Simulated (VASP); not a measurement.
A run of VASP 6.6.1 is set up as follows.

Contents of INCAR:

```
SYSTEM = Ti
PREC = Accurate
ENCUT = 520
EDIFF = 1E-8
ISMEAR = -1
SIGMA = 0.08
LREAL = .FALSE.
LASPH = .TRUE.
NELM = 100
ALGO = Normal
ISIF = 2
LWAVE = .FALSE.
LCHARG = .FALSE.
GGA = PE
LEFG = .TRUE.
NBANDS = 19
```

File KPOINTS:

```
Automatic mesh
0
G
  13 13 7
  0 0 0
```

Contents of POSCAR:

```
Ti
1.0
    2.9401315731      0.0000000000      0.0000000000
   -1.4700657866      2.5462286328      0.0000000000
    0.0000000000      0.0000000000      4.6703276421
Ti
2
Direct
    0.3333333333      0.6666666667      0.2500000000
    0.6666666667      0.3333333333      0.7500000000
```

Potentials or basis: VASP PAW PBE potentials, release 64 (Ti_sv).

Launch:

```bash
$ cat potpaw_PBE.64/Ti_sv/POTCAR > POTCAR
$ mpirun -np 1 vasp_std > vasp.out
```

(1) Estimate the band gap on the k mesh.

(2) Predict the pressure.

Answers

(1) zero (bands 12 and 13 overlap by 1.10 eV).

(2) -0.8 GPa.

Caveat: without QUAD_EFG the Cq values of the log hold for a quadrupole moment of 1 mb, not for the nuclei.
